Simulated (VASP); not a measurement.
# La2O3 (P-3m1) in VASP: notebook, part 2 of 2

VASP 6.6.1. Earlier steps stand in the parts before.

### 3 Relaxation of cell and atoms, PBE

This run uses another cell than the first one, of 16.36 Å³/atom.

Input file INCAR:

```
SYSTEM = La2O3
PREC = Accurate
ENCUT = 600
EDIFF = 1E-6
ISMEAR = 0
SIGMA = 0.02
LREAL = .False.
LASPH = .True.
NELM = 100
ALGO = Fast
ISIF = 3
LWAVE = .False.
LCHARG = .False.
GGA = PE
IBRION = 2
NSW = 100
EDIFFG = -0.01
```

Input file KPOINTS:

```
Automatic mesh
0
Gamma
  9 9 4
  0 0 0
```

Input file POSCAR:

```
La2O3
1.0
    3.9307777900      0.0000000000      0.0000000000
   -1.9653888900      3.4041535900      0.0000000000
    0.0000000000      0.0000000000      6.1119537400
La O
2 3
Direct
    0.6666666900      0.3333333400      0.7537643300
    0.3333333400      0.6666666900      0.2462356800
    0.6666666900      0.3333333400      0.3541093500
    0.3333333400      0.6666666900      0.6458906500
    0.0000000000      0.0000000000      0.0000000000
```

Potentials or basis: VASP PAW PBE potentials, release 64 (La, O).

Run with:

```sh
> cat potpaw_PBE.64/La/POTCAR potpaw_PBE.64/O/POTCAR > POTCAR
> mpirun -np 1 vasp_std > vasp.out
```

OUTCAR:

```text
SYSTEM = La2O3
   PREC = Accurate
   ENCUT = 600
   EDIFF = 1E-6
   ISMEAR = 0
   LREAL = .False.
   LASPH = .True.
   NELM = 100
   ISIF = 3
   GGA = PE
   IBRION = 2
   NSW = 100
   EDIFFG = -0.01

 ion  position               nearest neighbor table
   1  0.667  0.333  0.754-   4 2.36   4 2.36   4 2.36   3 2.44   5 2.72   5 2.72   5 2.72
   2  0.333  0.667  0.246-   3 2.36   3 2.36   3 2.36   4 2.44   5 2.72   5 2.72   5 2.72
   3  0.667  0.333  0.354-   2 2.36   2 2.36   2 2.36   1 2.44
   4  0.333  0.667  0.646-   1 2.36   1 2.36   1 2.36   2 2.44
   5  0.000  0.000  0.000-   1 2.72   2 2.72   2 2.72   1 2.72   1 2.72   2 2.72

  LATTYP: Found a hexagonal cell.
 ALAT       =     3.9307777900
 C/A-ratio  =     1.5548967829

  Lattice vectors:

 A1 = (   3.9307777900,   0.0000000000,   0.0000000000)
 A2 = (  -1.9653888900,   3.4041535900,   0.0000000000)
 A3 = (   0.0000000000,   0.0000000000,   6.1119537400)

Analysis of symmetry for initial positions (statically):
=====================================================================
 Subroutine PRICEL returns:
 Original cell was already a primitive cell.

 Routine SETGRP: Setting up the symmetry group for a
 hexagonal supercell.

 Subroutine GETGRP returns: Found 12 space group operations
 (whereof 12 operations were pure point group operations)
 out of a pool of 24 trial point group operations.

The static configuration has the point symmetry D_3d.

Analysis of symmetry for dynamics (positions and initial velocities):
=====================================================================
 Subroutine PRICEL returns:
 Original cell was already a primitive cell.

 Routine SETGRP: Setting up the symmetry group for a
 hexagonal supercell.

 Subroutine GETGRP returns: Found 12 space group operations
 (whereof 12 operations were pure point group operations)
 out of a pool of 24 trial point group operations.

[... 141 lines left out ...]
  energy-cutoff  :      600.00
  volume of cell :       81.78
 maximum number of plane-waves:      2752
   NGX = 15   NGY = 15   NGZ = 25

--------------------------------------- Ionic step        1  -------------------------------------------

 number of electron      40.0000000 magnetization

 Free energy of the ion-electron system (eV)
  ---------------------------------------------------
  ext. energy  EPLUGINS =         0.00000000
  ---------------------------------------------------
  free energy    TOTEN  =       -41.82525444 eV

  energy without entropy =      -41.82525444  energy(sigma->0) =      -41.82525444

------------------------ aborting loop because EDIFF is reached ----------------------------------------

  FORCE on cell =-STRESS in cart. coord.  units (eV):
  Direction    XX          YY          ZZ          XY          YZ          ZX
  --------------------------------------------------------------------------------------
  -------------------------------------------------------------------------------------
  Total        0.6961182      0.6961183      0.8687955      0.0000000      0.0000000     -0.0000000
  in kB       13.6372213     13.6372227     17.0200345      0.0000000      0.0000000     -0.0000000
  external PRESSURE =      14.7648261 kB  Pullay stress =       0.0000000 kB
[... 98 lines left out ...]
  FREE ENERGIE OF THE ION-ELECTRON SYSTEM (eV)
  ---------------------------------------------------
  free  energy   TOTEN  =       -41.8295934002 eV

  energy  without entropy=      -41.8295934002  energy(sigma->0) =      -41.82959340

[... ionic steps 4 to 11 ...]

--------------------------------------- Ionic step       12  -------------------------------------------

 number of electron      39.9999999 magnetization

------------------------ aborting loop because EDIFF is reached ----------------------------------------
[... 73 lines left out ...]
--------------------------------------- Ionic step       14  -------------------------------------------

 number of electron      39.9999999 magnetization

 Free energy of the ion-electron system (eV)
  ---------------------------------------------------
  ext. energy  EPLUGINS =         0.00000000
  ---------------------------------------------------
  free energy    TOTEN  =       -41.83094017 eV

  energy without entropy =      -41.83094017  energy(sigma->0) =      -41.83094017

 E-fermi :   6.0053     XC(G=0): -10.4026

 val. band max:        5.8223599160   @ k =   0.4444   0.0000   0.5000
 cond. band min:       9.7040413845   @ k =   0.3333   0.3333   0.0000
 fundamental gap:      3.8816814685
 Fermi energy:         6.0053081081

 k-point     1 :       0.0000    0.0000    0.0000
  band No.  band energies     occupation
      1     -24.0141      2.00000
      2     -23.7918      2.00000
      3     -11.0501      2.00000
      4      -9.8224      2.00000
      5      -9.3663      2.00000
      6      -7.4764      2.00000
[... 637 lines left out ...]
     23      10.7846      0.00000
     24      10.9540      0.00000

 [... further k-points ...]
[... 5 lines left out ...]
  --------------------------------------------------------------------------------------
  -------------------------------------------------------------------------------------
  Total        0.0070338      0.0070338     -0.0140296      0.0000000     -0.0000000      0.0000000
  in kB        0.1359095      0.1359096     -0.2710834      0.0000000     -0.0000000      0.0000000
  external PRESSURE =       0.0002452 kB  Pullay stress =       0.0000000 kB
[... 20 lines left out ...]
  FREE ENERGIE OF THE ION-ELECTRON SYSTEM (eV)
  ---------------------------------------------------
  free  energy   TOTEN  =       -41.8309401696 eV

  energy  without entropy=      -41.8309401696  energy(sigma->0) =      -41.83094017

 reached required accuracy - stopping structural energy minimisation
```

OSZICAR:

```text
N       E                     dE             d eps       ncg     rms          rms(c)
DAV:   1     0.494314640331E+03    0.49431E+03   -0.17347E+04  2088   0.287E+03
DAV:   2     0.105992263164E+03   -0.38832E+03   -0.38255E+03  2984   0.418E+02
DAV:   3    -0.257887597486E+02   -0.13178E+03   -0.13013E+03  3816   0.232E+02
[... 234 lines left out ...]
RMM:   7    -0.418309360721E+02   -0.54009E-06   -0.34882E-06  1439   0.255E-02
  13 F= -.41830936E+02 E0= -.41830936E+02  d E =-.439608E-04
       N       E                     dE             d eps       ncg     rms          rms(c)
DAV:   1    -0.418309366601E+02   -0.11281E-05   -0.10077E-03  2824   0.217E-01    0.505E-03
RMM:   2    -0.418309393515E+02   -0.26914E-05   -0.30206E-05  2107   0.647E-02    0.169E-03
RMM:   3    -0.418309401696E+02   -0.81807E-06   -0.88702E-06  1652   0.287E-02
  14 F= -.41830940E+02 E0= -.41830940E+02  d E =-.480582E-04
```

CONTCAR:

```text
La2O3
   1.00000000000000
     3.9363552086361495    0.0000000000080256   -0.0000000000000000
    -1.9681775993040300    3.4089837769246394    0.0000000000000000
    -0.0000000000000000    0.0000000000000000    6.1792231247982476
  La              O
     2     3
Direct
     0.6666666899999996    0.3333333400000029    0.7528568772488370
     0.3333333400000029    0.6666666899999996    0.2471431327511639
     0.6666666899999996    0.3333333400000029    0.3544379891225128
     0.3333333400000029    0.6666666899999996    0.6455620108774872
     0.0000000000000000    0.0000000000000000    0.0000000000000000

  0.00000000E+00  0.00000000E+00  0.00000000E+00
  0.00000000E+00  0.00000000E+00  0.00000000E+00
  0.00000000E+00  0.00000000E+00  0.00000000E+00
  0.00000000E+00  0.00000000E+00  0.00000000E+00
  0.00000000E+00  0.00000000E+00  0.00000000E+00
```

Wall time 11 min (1 thread of Intel Xeon 6975P-C (Granite Rapids), shared host); peak memory 0.32 GiB.

Results:

```yaml
Free_energy: -41.8309 eV
Relaxed_volume: 16.58 Å³/atom
Relaxed_cell: a = 3.936 Å, b = 3.936 Å, c = 6.179 Å, α = 90.00°, β = 90.00°, γ = 120.00°
Space_group_after_relaxing_to_0.1_Å: P-3m1 (No. 164)
Energy_gained_by_relaxing: 1.1 meV/atom
Ionic_steps: 14
Pressure_after_relaxing: 0.0 GPa
Largest_force_after_relaxing: 0.009 eV/Å
Band_gap_on_the_k_mesh: 3.88 eV (least direct gap 3.98 eV)
```

Forces in eV/Å, atoms in the order of the input:
```
La   0.000  0.000 -0.009
La   0.000  0.000  0.009
O    0.000  0.000  0.001
O    0.000  0.000 -0.001
O    0.000  0.000  0.000
```

Step by step:
| step | energy change (eV) | largest force (eV/Å) | pressure (GPa) | volume (Å³) |
| --- | --- | --- | --- | --- |
| 1 | 0.0000 | 0.0122 | 1.48 | 81.78 |
| 2 | -0.0009 | 0.1579 | -1.35 | 83.58 |
| 3 | -0.0043 | 0.0829 | -0.04 | 82.73 |
| 4 | -0.0052 | 0.0166 | -0.01 | 82.83 |
| 5 | -0.0054 | 0.0260 | -0.01 | 82.88 |
| 6 | -0.0054 | 0.0323 | -0.01 | 82.90 |
| 7 | -0.0056 | 0.0223 | 0.00 | 82.91 |
| 8 | -0.0056 | 0.0163 | 0.00 | 82.93 |
| 9 | -0.0056 | 0.0197 | 0.00 | 82.92 |
| 10 | -0.0056 | 0.0164 | 0.00 | 82.92 |
| 11 | -0.0056 | 0.0161 | 0.00 | 82.92 |
| 12 | -0.0056 | 0.0216 | -0.01 | 82.92 |
| 13 | -0.0057 | 0.0105 | 0.00 | 82.92 |
| 14 | -0.0057 | 0.0092 | 0.00 | 82.92 |

Final structure:
```
La O
1.0
     3.93636    0.00000    0.00000
    -1.96818    3.40898    0.00000
     0.00000    0.00000    6.17922
La O
2 3
Cartesian
  1.9682 1.1363 4.6521
  0.0000 2.2727 1.5272
  1.9682 1.1363 2.1902
  0.0000 2.2727 3.9891
  0.0000 0.0000 0.0000
```

Levels at points of the mesh, in eV from the valence-band top:
```tsv
k point	band 18	band 19	band 20	band 21	band 22	band 23
(0.00, 0.00, 0.00)	-0.34	-0.34	-0.08	4.29	4.63	4.63
(0.00, 0.00, 0.50)	-0.74	-0.25	-0.25	4.68	4.75	4.75
```

Caveat: spin-orbit coupling is left out, which moves the levels of the heavy elements; an odd mesh through Γ misses points on the zone boundary, where band edges can lie.
